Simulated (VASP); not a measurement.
Here is a VASP 6.6.1 calculation.

The input INCAR:

```
SYSTEM = HfZn2
ALGO = Normal ; EDIFF = 1E-6
ENCUT = 520 ; ISIF = 2
ISMEAR = 0 ; LASPH = .TRUE.
LCHARG = .FALSE. ; LREAL = .FALSE.
LWAVE = .FALSE. ; NBANDS = 43
NELM = 80 ; PREC = Accurate
SIGMA = 0.1
```

KPOINTS

```
k-points
0
G
  5 5 5
  0 0 0
```

Contents of POSCAR:

```
HfZn2
1.0
    0.0000000000      3.5708624097      3.5708624097
    3.5708624097      0.0000000000      3.5708624097
    3.5708624097      3.5708624097      0.0000000000
Hf Zn
2 4
Direct
    0.0000000000      0.0000000000      0.0000000000
    0.2500000000      0.2500000000      0.2500000000
    0.6250000000      0.6250000000      0.6250000000
    0.1250000000      0.6250000000      0.6250000000
    0.6250000000      0.6250000000      0.1250000000
    0.6250000000      0.1250000000      0.6250000000
```

Potentials or basis: VASP PAW LDA potentials, release 64 (Hf_pv, Zn).

Command:

```sh
$ cat potpaw_LDA.64/Hf_pv/POTCAR potpaw_LDA.64/Zn/POTCAR > POTCAR
$ mpirun -np 1 vasp_std > vasp.out
```

Task: What does it give for the pressure?

Result: 0.5 GPa.

Task: Predict the band gap on the k mesh.

Result: Zero (band 34 reaches 4.60 eV, above the bottom of band 35 at 3.26 eV).

Caveat: spin-orbit coupling is left out, which moves the levels of the heavy elements.
